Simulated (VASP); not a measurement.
# Cr (Im-3m) in VASP: notebook

Runs on Cr. Level: PBE. Tasks: relaxation of cell and atoms, single point.

Program: VASP 6.6.1. These are calculated values, not measurements. Logs are shortened: lines on timing, memory, paths and dates and some standing lists are left out, and cuts for length are marked.

## 1. The cell of the first run

The structure is cubic, space group Im-3m (No. 229). The conventional cell has a = 2.865 Å, b = 2.865 Å, c = 2.865 Å, α = 90.00°, β = 90.00°, γ = 90.00°. Cr (site symmetry m-3m) has 14 Cr at 2.48 to 2.87 Å within 3.3 Å.

## 2. Relaxation of cell and atoms, PBE, collinear spin, ferromagnetic start

The input, INCAR:

```
SYSTEM = Cr
PREC = Accurate
ENCUT = 600
EDIFF = 1E-6
ISMEAR = -1
SIGMA = 0.08
LREAL = .FALSE.
LASPH = .TRUE.
NELM = 150
ALGO = Normal
ISIF = 3
LWAVE = .FALSE.
LCHARG = .FALSE.
ISPIN = 2
MAGMOM = 2
LORBIT = 11
LMAXMIX = 4
GGA = PE
IBRION = 2
NSW = 60
EDIFFG = -0.005
```

The input, KPOINTS:

```
Automatic mesh
0
G
  21 21 21
  0 0 0
```

The input, POSCAR:

```
Cr
1.0
   -1.4326509582      1.4326509582      1.4326509582
    1.4326509582     -1.4326509582      1.4326509582
    1.4326509582      1.4326509582     -1.4326509582
Cr
1
Direct
    0.0000000000      0.0000000000      0.0000000000
```

Potentials or basis: VASP PAW PBE potentials, release 64 (Cr_pv).

On the command line:

```bash
$ cat potpaw_PBE.64/Cr_pv/POTCAR > POTCAR
$ mpirun -np 1 vasp_std > vasp.out
```

OUTCAR:

```text
SYSTEM = Cr
   PREC = Accurate
   ENCUT = 600
   EDIFF = 1E-6
   ISMEAR = -1
   LREAL = .FALSE.
   LASPH = .TRUE.
   NELM = 150
   ISIF = 3
   ISPIN = 2
   LORBIT = 11
   GGA = PE
   IBRION = 2
   NSW = 60
   EDIFFG = -0.005

 ion  position               nearest neighbor table
   1  0.000  0.000  0.000-

  LATTYP: Found a body centered cubic cell.
 ALAT       =     2.8653019164

  Lattice vectors:

 A1 = (  -1.4326509582,   1.4326509582,   1.4326509582)
 A2 = (   1.4326509582,  -1.4326509582,   1.4326509582)
 A3 = (   1.4326509582,   1.4326509582,  -1.4326509582)

Analysis of symmetry for initial positions (statically):
=====================================================================
 Subroutine PRICEL returns:
 Original cell was already a primitive cell.

 Routine SETGRP: Setting up the symmetry group for a
 body centered cubic supercell.

 Subroutine GETGRP returns: Found 48 space group operations
 (whereof 48 operations were pure point group operations)
 out of a pool of 48 trial point group operations.

The static configuration has the point symmetry O_h .

Analysis of symmetry for dynamics (positions and initial velocities):
=====================================================================
 Subroutine PRICEL returns:
 Original cell was already a primitive cell.

 Routine SETGRP: Setting up the symmetry group for a
 body centered cubic supercell.

 Subroutine GETGRP returns: Found 48 space group operations
 (whereof 48 operations were pure point group operations)
 out of a pool of 48 trial point group operations.

The dynamic configuration has the point symmetry O_h .

Analysis of structural, dynamic, and magnetic symmetry:
=====================================================================
 Subroutine PRICEL returns:
 Original cell was already a primitive cell.

 Routine SETGRP: Setting up the symmetry group for a
 body centered cubic supercell.

 Subroutine GETGRP returns: Found 48 space group operations
 (whereof 48 operations were pure point group operations)
 out of a pool of 48 trial point group operations.

The overall configuration has the point symmetry O_h .

 Subroutine INISYM returns: Found 48 space group operations
 (whereof 48 operations are pure point group operations),
 and found     1 'primitive' translations

----------------------------------------------------------------------------------------

                                     Primitive cell

  volume of cell :      11.7620

[... 105 lines left out ...]
     AMIX     =   0.40;   BMIX     =  1.00
     AMIX_MAG =   1.60;   BMIX_MAG =  1.00
  volume/ion in A,a.u.               =      11.76        79.37
  Fermi-wavevector in a.u.,A,eV,Ry     =   1.648067  3.114395 36.955120  2.716125
  Thomas-Fermi vector in A             =   2.737419
   LORBIT       =     11    0 simple, 1 ext, 2 COOP (PROOUT), +10 PAW based schemes
   GGA     = PE    functional components
   LHFCALC =     F    Hartree Fock is set to
   AEXX    =    0.0000 exact exchange contribution
   IVDW    =     0    specifies the selected vdW correction
   LEPSILON=     F    determine dielectric tensor
   LRPA    =     F    only Hartree local field effects (RPA)
 conjugate gradient relaxation of ions
 spin polarized calculation
  energy-cutoff  :      600.00
  volume of cell :       11.76
 maximum number of plane-waves:       410
   NGX =  9   NGY =  9   NGZ =  9

--------------------------------------- Ionic step        1  -------------------------------------------

 number of electron      11.9999992 magnetization       0.0000386

 number of electron      11.9999992 magnetization      -0.0000970

 Free energy of the ion-electron system (eV)
  ---------------------------------------------------
  ext. energy  EPLUGINS =         0.00000000
  ---------------------------------------------------
  free energy    TOTEN  =        -9.51940851 eV

  energy without entropy =       -9.50337223  energy(sigma->0) =       -9.51139037

------------------------ aborting loop because EDIFF is reached ----------------------------------------

  FORCE on cell =-STRESS in cart. coord.  units (eV):
  Direction    XX          YY          ZZ          XY          YZ          ZX
  --------------------------------------------------------------------------------------
  -------------------------------------------------------------------------------------
  Total       -0.3589814     -0.3589814     -0.3589814     -0.0000000      0.0000000     -0.0000000
  in kB      -48.8991580    -48.8991580    -48.8991580     -0.0000000      0.0000000     -0.0000000
  external PRESSURE =     -48.8991580 kB  Pullay stress =       0.0000000 kB
[... 61 lines left out ...]
 number of electron      11.9999996 magnetization      -0.0000022

 number of electron      11.9999996 magnetization       0.0000025

 Free energy of the ion-electron system (eV)
  ---------------------------------------------------
  ext. energy  EPLUGINS =         0.00000000
  ---------------------------------------------------
  free energy    TOTEN  =        -9.52298552 eV

  energy without entropy =       -9.50712508  energy(sigma->0) =       -9.51505530

 E-fermi :  11.0027     XC(G=0): -13.6828

 val. band max:       10.9942751884   @ k =  -0.4286   0.4286   0.0476
 cond. band min:      11.0117221968   @ k =  -0.1905   0.2381   0.0952
 fundamental gap:      0.0174470083
 Fermi energy:        11.0026982304

 spin component 1

 k-point     1 :       0.0000    0.0000    0.0000
  band No.  band energies     occupation
      1     -31.7325      1.00000
      2     -31.7325      1.00000
      3     -31.7325      1.00000
      4       3.1315      1.00000
      5      10.0794      0.99999
      6      10.0794      0.99999
      7      10.0794      0.99999
      8      12.1369      0.00000
      9      12.1369      0.00000
     10      18.0995      0.00000
     11      33.3082      0.00000
[... 310 lines left out ...]
  band No.  band energies     occupation
      1     -32.1966      1.00000
      2     -31.8686      1.00000
      3     -31.7624      1.00000
      4       5.5196      1.00000
      5       9.3174      1.00000
      6       9.5526      1.00000
      7      11.6622      0.00026
      8      11.9005      0.00001
      9      12.3546      0.00000
     10      18.0988      0.00000
     11      28.3291      0.00000

 [... further k-points ...]

 spin component 2

 k-point     1 :       0.0000    0.0000    0.0000
  band No.  band energies     occupation
      1     -31.7325      1.00000
      2     -31.7325      1.00000
      3     -31.7325      1.00000
      4       3.1315      1.00000
      5      10.0794      0.99999
      6      10.0794      0.99999
      7      10.0794      0.99999
      8      12.1369      0.00000
      9      12.1369      0.00000
     10      18.0995      0.00000
     11      33.3082      0.00000
[... 350 lines left out ...]
  FREE ENERGIE OF THE ION-ELECTRON SYSTEM (eV)
  ---------------------------------------------------
  free  energy   TOTEN  =        -9.5229855244 eV

  energy  without entropy=       -9.5071250774  energy(sigma->0) =       -9.51505530

 reached required accuracy - stopping structural energy minimisation

 total charge

# of ion       s       p       d       tot
------------------------------------------
    1        0.441   6.407   4.213  11.061

 magnetization (x)

# of ion       s       p       d       tot
------------------------------------------
    1        0.000   0.000  -0.000  -0.000
```

OSZICAR:

```text
N       E                     dE             d eps       ncg     rms          rms(c)
DAV:   1     0.863019089106E+02    0.86302E+02   -0.78779E+03 12624   0.144E+03
DAV:   2    -0.916196216157E+01   -0.95464E+02   -0.92330E+02 12668   0.329E+02
[... 22 lines left out ...]
DAV:   1    -0.973687823288E+01   -0.22402E+00   -0.33974E+00 12584   0.337E+01    0.378E+00
DAV:   2    -0.953021939960E+01    0.20666E+00   -0.74685E-01 12674   0.139E+01    0.640E-01
DAV:   3    -0.952450425952E+01    0.57151E-02   -0.11745E-02 13094   0.182E+00    0.340E-01
DAV:   4    -0.952299455045E+01    0.15097E-02   -0.22335E-03 13304   0.683E-01    0.521E-02
DAV:   5    -0.952298814293E+01    0.64075E-05   -0.39733E-05 13286   0.992E-02    0.277E-02
DAV:   6    -0.952298565196E+01    0.24910E-05   -0.14759E-06 10499   0.184E-02    0.133E-03
DAV:   7    -0.952298552445E+01    0.12751E-06   -0.73499E-08  6490   0.414E-03
   3 F= -.95229855E+01 E0= -.95150553E+01  d E =-.357702E-02  mag=    -0.0000
```

CONTCAR:

```text
Cr
   1.00000000000000
    -1.4233126245636116    1.4233126245636116    1.4233126245636116
     1.4233126245636116   -1.4233126245636116    1.4233126245636116
     1.4233126245636116    1.4233126245636116   -1.4233126245636116
  Cr
     1
Direct
     0.0000000000000000    0.0000000000000000    0.0000000000000000

  0.00000000E+00  0.00000000E+00  0.00000000E+00
```

Wall time 59 s (1 thread of Intel Xeon 6975P-C (Granite Rapids), shared host); peak memory 0.19 GiB.

Results:

```yaml
Free_energy: -9.5230 eV
Relaxed_volume: 11.53 Å³/atom
Relaxed_cell: a = 2.465 Å, b = 2.465 Å, c = 2.465 Å, α = 109.47°, β = 109.47°, γ = 109.47°
Space_group_after_relaxing_to_0.1_Å: Im-3m (No. 229)
Energy_gained_by_relaxing: 3.6 meV/atom
Ionic_steps: 3
Pressure_after_relaxing: 0.0 GPa
Band_gap_on_the_k_mesh: zero (filled and empty bands overlap)
Net_moment: 0.00 μB per cell
Valence_electrons_inside_the_program's_atomic_spheres: Cr 11.06
```

The path:
```tsv
step	energy change (eV)	largest force (eV/Å)	pressure (GPa)	volume (Å³)
1	0.0000	0.0000	-4.89	11.76
2	0.0066	0.0000	9.04	11.16
3	-0.0036	0.0000	-0.04	11.53
```

Final structure:
```
Cr
1.0
    -1.42331    1.42331    1.42331
     1.42331   -1.42331    1.42331
     1.42331    1.42331   -1.42331
Cr
1
Cartesian
  0.0000 0.0000 0.0000
```

Caveat: the moments typed at the start vanished in this run.

## 3. Single point, PBE, collinear spin, ferromagnetic start

This run uses another cell than the first one: it holds 3 atoms, not 1.

The input, INCAR:

```
ALGO = Normal ; EDIFF = 1E-7
ENCUT = 520 ; GGA = PE
ISIF = 2 ; ISMEAR = -1
ISPIN = 2 ; LASPH = True
LCHARG = False ; LMAXMIX = 4
LORBIT = 11 ; LREAL = False
LWAVE = False ; MAGMOM = 2 2 2
NBANDS = 29 ; NELM = 150
PREC = Accurate ; SIGMA = 0.08
```

The input, KPOINTS:

```
k-points
0
Gamma
  10 10 13
```

The input, POSCAR:

```
Cr
1.0
    0.0000000000      2.8484888898     -2.8484888898
   -2.8484888898      0.0000000000      2.8484888898
    1.4242444449      1.4242444449      1.4242444449
Cr
3
Direct
    0.0000000000      0.0000000000      0.0000000000
    0.3333333330      0.6666666670      0.3333333330
    0.6666666670      0.3333333330      0.6666666670
```

Potentials or basis: VASP PAW PBE potentials, release 64 (Cr_pv).

On the command line:

```bash
$ cat potpaw_PBE.64/Cr_pv/POTCAR > POTCAR
$ mpirun -np 1 vasp_std > vasp.out
```

OUTCAR:

```text
EDIFF = 1E-7
   ENCUT = 520
   GGA = PE
   ISIF = 2
   ISMEAR = -1
   ISPIN = 2
   LASPH = True
   LORBIT = 11
   LREAL = False
   NELM = 150
   PREC = Accurate

 ion  position               nearest neighbor table
   1  0.000  0.000  0.000-   2 2.47   3 2.47   3 2.47   2 2.47   3 2.47   2 2.47   3 2.85   2 2.85
                             3 2.85   3 2.85   2 2.85   2 2.85
   2  0.333  0.667  0.333-   1 2.47   3 2.47   3 2.47   1 2.47   1 2.47   3 2.47   3 2.85   3 2.85
                             1 2.85   1 2.85   1 2.85   3 2.85
   3  0.667  0.333  0.667-   1 2.47   2 2.47   2 2.47   1 2.47   1 2.47   2 2.47   2 2.85   2 2.85
                             1 2.85   1 2.85   1 2.85   2 2.85

  LATTYP: Found a hexagonal cell.
[... 1792 lines left out ...]
      direct lattice vectors                 reciprocal lattice vectors
     0.000000000  2.848488890 -2.848488890    -0.117021111  0.234042221 -0.117021111
    -2.848488890  0.000000000  2.848488890    -0.234042221  0.117021111  0.117021111
     1.424244445  1.424244445  1.424244445     0.234042221  0.234042221  0.234042221

 POSITION                                       TOTAL-FORCE (eV/Angst)
 -----------------------------------------------------------------------------------
      0.00000      0.00000      0.00000         0.000000     -0.000000      0.000000
     -1.42424      1.42424      1.42424        -0.000000     -0.000000      0.000000
      0.00000      2.84849     -0.00000         0.000000      0.000000     -0.000000
 -----------------------------------------------------------------------------------
    total drift:                                0.000000     -0.000000     -0.000000

  FREE ENERGIE OF THE ION-ELECTRON SYSTEM (eV)
  ---------------------------------------------------
  free  energy   TOTEN  =       -28.5733854455 eV

  energy  without entropy=      -28.5313770935  energy(sigma->0) =      -28.55238127

 total charge

# of ion       s       p       d       tot
------------------------------------------
    1        0.441   6.406   4.210  11.057
    2        0.441   6.406   4.210  11.057
    3        0.441   6.406   4.210  11.057
--------------------------------------------------
tot          1.322  19.218  12.631  33.171

 magnetization (x)

# of ion       s       p       d       tot
------------------------------------------
    1       -0.000  -0.000  -0.000  -0.000
    2       -0.000  -0.000  -0.000  -0.000
    3       -0.000  -0.000  -0.000  -0.000
--------------------------------------------------
tot         -0.000  -0.000  -0.000  -0.000
```

OSZICAR:

```text
N       E                     dE             d eps       ncg     rms          rms(c)
DAV:   1     0.418978272156E+03    0.41898E+03   -0.19515E+04 16976   0.153E+03
DAV:   2    -0.134107739850E+02   -0.43239E+03   -0.41615E+03 16991   0.465E+02
DAV:   3    -0.312522886071E+02   -0.17842E+02   -0.17473E+02 18236   0.113E+02
DAV:   4    -0.315159198186E+02   -0.26363E+00   -0.26310E+00 22097   0.129E+01
DAV:   5    -0.315208140957E+02   -0.48943E-02   -0.48755E-02 18303   0.179E+00    0.278E+01
DAV:   6    -0.284916947692E+02    0.30291E+01   -0.21406E+01 18086   0.432E+01    0.574E+00
DAV:   7    -0.285938238462E+02   -0.10213E+00   -0.96142E-01 18607   0.588E+00    0.356E+00
DAV:   8    -0.285878621245E+02    0.59617E-02   -0.22226E-02 19899   0.137E+00    0.154E+00
DAV:   9    -0.285729060331E+02    0.14956E-01   -0.96944E-03 18542   0.102E+00    0.321E-01
DAV:  10    -0.285734139435E+02   -0.50791E-03   -0.15807E-03 18633   0.341E-01    0.837E-02
DAV:  11    -0.285734057515E+02    0.81920E-05   -0.10692E-04 22445   0.818E-02    0.504E-02
DAV:  12    -0.285733913391E+02    0.14412E-04   -0.37381E-06 19104   0.151E-02    0.220E-02
DAV:  13    -0.285733845723E+02    0.67668E-05   -0.43407E-06 18626   0.163E-02    0.448E-03
DAV:  14    -0.285733852144E+02   -0.64214E-06   -0.39177E-07 17875   0.559E-03    0.672E-04
DAV:  15    -0.285733853531E+02   -0.13864E-06   -0.12086E-08 11138   0.956E-04    0.264E-04
DAV:  16    -0.285733854455E+02   -0.92462E-07   -0.15761E-09 11308   0.381E-04
   1 F= -.28573385E+02 E0= -.28552381E+02  d E =-.420084E-01  mag=     0.0000
```

It took 1.9 min on 1 thread of Intel Xeon 6975P-C (Granite Rapids), shared host; peak memory 0.29 GiB.

Results:

```
Free energy                                           : -28.5734 eV
Pressure                                              : -0.6 GPa
Band gap on the k mesh                                : zero (filled and empty bands overlap)
Net moment                                            : 0.00 μB per cell
Valence electrons inside the program's atomic spheres : Cr 11.06
```

Levels at points of the mesh, in eV from the Fermi level:
Spin up:
| k point | band 16 | band 17 | band 18 | band 19 | band 20 | band 21 |
| --- | --- | --- | --- | --- | --- | --- |
| (0.00, 0.00, 0.00) | -2.12 | -0.92 | -0.92 | -0.92 | 1.13 | 1.13 |
| (0.50, 0.00, 0.00) | -1.68 | -1.68 | 0.62 | 0.62 | 1.11 | 1.13 |
Spin down:
```tsv
k point	band 16	band 17	band 18	band 19	band 20	band 21
(0.00, 0.00, 0.00)	-2.12	-0.92	-0.92	-0.92	1.13	1.13
(0.50, 0.00, 0.00)	-1.68	-1.68	0.62	0.62	1.11	1.13
```

Caveat: the moments typed at the start vanished in this run.
